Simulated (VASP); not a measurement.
# S (Im-3m) in VASP: a series of runs

S is run at these levels: PBE+D4; tasks: single point, relaxation of cell and atoms.

Everything below comes from runs of VASP 6.6.1. Logs are shortened: lines on timing, memory, paths and dates and some standing lists are left out, and cuts for length are marked.

## (1) The cell of the first run

The structure is cubic, space group Im-3m (No. 229). Conventional cell: a = 2.955 Å, b = 2.955 Å, c = 2.955 Å, α = 90.00°, β = 90.00°, γ = 90.00°. Within 3.4 Å of S (site symmetry m-3m) lie 14 S at 2.56 to 2.96 Å.

## (2) Single point, PBE+D4

Contents of INCAR:

```
PREC = Accurate ; ENCUT = 520
EDIFF = 1E-7 ; ISMEAR = -1
SIGMA = 0.05 ; LREAL = False
LASPH = True ; NELM = 100
ALGO = Normal ; ISIF = 2
LWAVE = False ; LCHARG = False
GGA = PE ; IVDW = 13
NBANDS = 9
```

Contents of KPOINTS:

```
Automatic mesh
0
Gamma
  18 18 18
```

Contents of POSCAR:

```
S
1.0
    1.4776657943      1.4776657943      1.4776657943
   -1.4776657943      1.4776657943      1.4776657943
   -1.4776657943     -1.4776657943      1.4776657943
S
1
Direct
    0.0000000000      0.0000000000      0.0000000000
```

Potentials or basis: VASP PAW PBE potentials, release 64 (S).

On the command line:

```bash
$ cat potpaw_PBE.64/S/POTCAR > POTCAR
$ mpirun -np 1 vasp_std > vasp.out
```

OUTCAR:

```text
PREC = Accurate
   ENCUT = 520
   EDIFF = 1E-7
   ISMEAR = -1
   LREAL = False
   LASPH = True
   NELM = 100
   ISIF = 2
   GGA = PE
   IVDW = 13

 ion  position               nearest neighbor table
   1  0.000  0.000  0.000-

  LATTYP: Found a body centered cubic cell.
 ALAT       =     2.9553315886

  Lattice vectors:

 A1 = (   1.4776657943,  -1.4776657943,  -1.4776657943)
 A2 = (   1.4776657943,   1.4776657943,   1.4776657943)
 A3 = (  -1.4776657943,  -1.4776657943,   1.4776657943)

Analysis of symmetry for initial positions (statically):
=====================================================================
 Subroutine PRICEL returns:
 Original cell was already a primitive cell.

 Routine SETGRP: Setting up the symmetry group for a
 body centered cubic supercell.

 Subroutine GETGRP returns: Found 48 space group operations
 (whereof 48 operations were pure point group operations)
 out of a pool of 48 trial point group operations.

The static configuration has the point symmetry O_h .

Analysis of symmetry for dynamics (positions and initial velocities):
=====================================================================
 Subroutine PRICEL returns:
 Original cell was already a primitive cell.

 Routine SETGRP: Setting up the symmetry group for a
 body centered cubic supercell.

 Subroutine GETGRP returns: Found 48 space group operations
 (whereof 48 operations were pure point group operations)
 out of a pool of 48 trial point group operations.

The dynamic configuration has the point symmetry O_h .

 Subroutine INISYM returns: Found 48 space group operations
 (whereof 48 operations are pure point group operations),
 and found     1 'primitive' translations

----------------------------------------------------------------------------------------

                                     Primitive cell

  volume of cell :      12.9059

  direct lattice vectors                    reciprocal lattice vectors
     1.477665794  1.477665794  1.477665794     0.338371506  0.000000000  0.338371506
    -1.477665794  1.477665794  1.477665794    -0.338371506  0.338371506  0.000000000
    -1.477665794 -1.477665794  1.477665794     0.000000000 -0.338371506  0.338371506

  length of vectors
     2.559392232  2.559392232  2.559392232     0.478529573  0.478529573  0.478529573

  position of ions in fractional coordinates (direct lattice)
     0.000000000  0.000000000  0.000000000

[... 76 lines left out ...]
   LREAL  =      F    real-space projection
   EDIFFG = 0.1E-05   stopping-criterion for IOM
   NSW    =      0    number of steps for IOM
   IBRION =     -1    ionic relax: 0-MD 1-quasi-New 2-CG
   NFREE  =      0    steps in history (QN), initial steepest desc. (CG)
   ISIF   =      2    stress and relaxation
   ISYM   =      2    0-nonsym 1-usesym 2-fastsym
   POTIM  = 0.5000    time-step for ionic-motion
   TEBEG  =    0.0;   TEEND  =   0.0 temperature during run
   PSTRESS=    0.0 pullay stress
   NELECT =       6.0000    total number of electrons
   NUPDOWN=      -1.0000    fix difference up-down
   EMIN   =  10.00;   EMAX   =-10.00  energy-range for DOS
   EFERMI =   0.00;   METHOD = LEGACY
   ISMEAR =    -1;   SIGMA  =   0.05  broadening in eV -4-tet -1-fermi 0-gaus
   EFERMI_NEDOS =   21; number of points for ismear=-14 and -15
   IALGO  =     38    algorithm
   IMIX   =      4    mixing-type and parameters
     AMIX     =   0.40;   BMIX     =  1.00
     AMIX_MAG =   1.60;   BMIX_MAG =  1.00
  volume/ion in A,a.u.               =      12.91        87.09
  Fermi-wavevector in a.u.,A,eV,Ry     =   1.268223  2.396594 21.883476  1.608390
  Thomas-Fermi vector in A             =   2.401329
   LORBIT       =      0    0 simple, 1 ext, 2 COOP (PROOUT), +10 PAW based schemes
   GGA     = PE    functional components
   LHFCALC =     F    Hartree Fock is set to
   AEXX    =    0.0000 exact exchange contribution
   IVDW    =    13    specifies the selected vdW correction
   LEPSILON=     F    determine dielectric tensor
   LRPA    =     F    only Hartree local field effects (RPA)
 non-spin polarized calculation
  energy-cutoff  :      520.00
  volume of cell :       12.91
 maximum number of plane-waves:       370
   NGX =  9   NGY =  9   NGZ =  9

 number of electron       6.0000000 magnetization

 Free energy of the ion-electron system (eV)
  ---------------------------------------------------
  ext. energy  EPLUGINS =         0.00000000
  ---------------------------------------------------
  free energy    TOTEN  =        -2.82110517 eV

  energy without entropy =       -2.81682701  energy(sigma->0) =       -2.81896609

 E-fermi :  10.8724     XC(G=0): -12.1591

 val. band max:       10.8690903886   @ k =  -0.4444   0.3333   0.2222
 cond. band min:      10.8844786213   @ k =   0.2222  -0.4444   0.0556
 fundamental gap:      0.0153882327
 Fermi energy:        10.8724391752

 k-point     1 :       0.0000    0.0000    0.0000
  band No.  band energies     occupation
      1      -8.3049      2.00000
      2      15.1805      0.00000
      3      15.1805      0.00000
      4      15.1805      0.00000
      5      23.2336      0.00000
      6      23.2336      0.00000
      7      23.2336      0.00000
      8      27.5144      0.00000
      9      27.5144      0.00000
[... 265 lines left out ...]
 k-point    24 :       0.5000    0.1111    0.0000
  band No.  band energies     occupation
      1      -2.6487      2.00000
      2       2.4673      2.00000
      3       9.6873      2.00000
      4      12.9027      0.00000
      5      19.2518      0.00000
      6      21.0124      0.00000
      7      28.3023      0.00000
      8      30.2005      0.00000
      9      34.9869      0.00000

 [... further k-points ...]

------------------------ aborting loop because EDIFF is reached ----------------------------------------

  DFT-D4 for vdW energy calculation

  Edisp (eV):   -0.48545

  FORCE on cell =-STRESS in cart. coord.  units (eV):
  Direction    XX          YY          ZZ          XY          YZ          ZX
  --------------------------------------------------------------------------------------
  -------------------------------------------------------------------------------------
  Total       1.58611     1.58611     1.58611     0.00000     0.00000     0.00000
  in kB     196.90416   196.90416   196.90416     0.00000     0.00000     0.00000
  external pressure =      196.90 kB  Pullay stress =        0.00 kB

 VOLUME and BASIS-vectors are now :
 -----------------------------------------------------------------------------
  energy-cutoff  :      520.00
  volume of cell :       12.91
      direct lattice vectors                 reciprocal lattice vectors
     1.477665794  1.477665794  1.477665794     0.338371506  0.000000000  0.338371506
    -1.477665794  1.477665794  1.477665794    -0.338371506  0.338371506  0.000000000
    -1.477665794 -1.477665794  1.477665794     0.000000000 -0.338371506  0.338371506

 POSITION                                       TOTAL-FORCE (eV/Angst)
 -----------------------------------------------------------------------------------
      0.00000      0.00000      0.00000         0.000000      0.000000     -0.000000
 -----------------------------------------------------------------------------------
    total drift:                               -0.000000     -0.000000     -0.000000

  FREE ENERGIE OF THE ION-ELECTRON SYSTEM (eV)
  ---------------------------------------------------
  free  energy   TOTEN  =        -3.3065526992 eV

  energy  without entropy=       -3.3022745441  energy(sigma->0) =       -3.30441362
```

OSZICAR:

```text
N       E                     dE             d eps       ncg     rms          rms(c)
DAV:   1     0.740157456977E+01    0.74016E+01   -0.30927E+03  3638   0.570E+02
DAV:   2    -0.261154585478E+01   -0.10013E+02   -0.95875E+01  5159   0.769E+01
DAV:   3    -0.281688428645E+01   -0.20534E+00   -0.20299E+00  3990   0.921E+00
DAV:   4    -0.281737904066E+01   -0.49475E-03   -0.49470E-03  4491   0.526E-01
DAV:   5    -0.281737956909E+01   -0.52843E-06   -0.52789E-06  4057   0.155E-02    0.122E+01
DAV:   6    -0.281949351355E+01   -0.21139E-02   -0.72140E-04  3898   0.188E-01    0.735E+00
DAV:   7    -0.282109836898E+01   -0.16049E-02   -0.14754E-03  3705   0.274E-01    0.649E-02
DAV:   8    -0.282110224331E+01   -0.38743E-05   -0.32932E-05  3731   0.385E-02    0.202E-02
DAV:   9    -0.282110541440E+01   -0.31711E-05   -0.51627E-06  4003   0.153E-02    0.461E-03
DAV:  10    -0.282110509051E+01    0.32388E-06   -0.42828E-07  3905   0.417E-03    0.155E-03
DAV:  11    -0.282110516507E+01   -0.74553E-07   -0.18340E-08  1864   0.908E-04
   1 F= -.33065527E+01 E0= -.33044136E+01  d E =-.427816E-02
```

stdout:

```text
POSCAR found type information on POSCAR S
 POSCAR found :  1 types and       1 ions
 scaLAPACK will be used
 LDA part: xc-table for (Slater+PW92), standard interpolation
 POSCAR, INCAR and KPOINTS ok, starting setup
 FFT: planning ... GRIDC
 FFT: planning ... GRID_SOFT
 FFT: planning ... GRID
 WAVECAR not read
 entering main loop
```

Wall time 8.5 s (1 thread of AMD EPYC 9R45 (Zen 5), shared host); peak memory 0.1 GiB.

What came out:

* Free energy: -3.3066 eV
* Pressure: 19.7 GPa
* Band gap on the k mesh: zero (band 3 reaches 15.18 eV, above the bottom of band 4 at 6.14 eV)
* Dispersion energy per atom: -0.485 eV

Levels at points of the mesh, in eV from the Fermi level:
```
           k point  band 1  band 2  band 3  band 4  band 5  band 6  band 7
(0.00, 0.00, 0.00)  -19.18    4.31    4.31    4.31   12.36   12.36   12.36
(0.50, 0.00, 0.00)  -13.22   -9.35    0.18    3.00    7.71    7.72   19.58
(0.50, 0.50, 0.50)   -8.51   -4.43   -4.43   -4.43    2.69    2.69   24.11
```

Caveat: pairwise dispersion overbinds metals, which lowers pressure and volume.

[end of part 1 of 3]
